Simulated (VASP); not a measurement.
Runs of VASP 6.6.1 on AgPt3. The structure is that of space group Pm-3m (No. 221), or close to it. The cells are those of the table. 

```csv
task,cell,gap on the mesh (eV),pressure (GPa)
electric field gradients,"a = 3.976 Å, 4 atoms",none,(b)
electric field gradients,"a = 3.900, b = 3.900, c = 3.861 Å, 4 atoms",none,5.8
electric field gradients,"a = 3.913 Å, 4 atoms",none,0.2
electric field gradients,"a = 3.926 Å, 4 atoms",none,(a)
single point,"a = 3.874 Å, 4 atoms",none,8.7
```

Alike in all rows: level LDA; potentials or basis VASP PAW LDA potentials, release 64 (Ag, Pt); no spin polarisation; k mesh 9 × 9 × 9; cutoff (eV) 520; smearing fermi-dirac 0.08 eV.

**Question.** Fill in the values left out.

**Answer.** (a) -2.3; (b) -10.8.

Caveats: spin-orbit coupling is left out, which moves the levels of the heavy elements.

A k mesh can miss the band edges, and the runs leave out spin-orbit coupling on Ag, Pt.

A gap of «none» marks levels without a gap at the run's occupations.
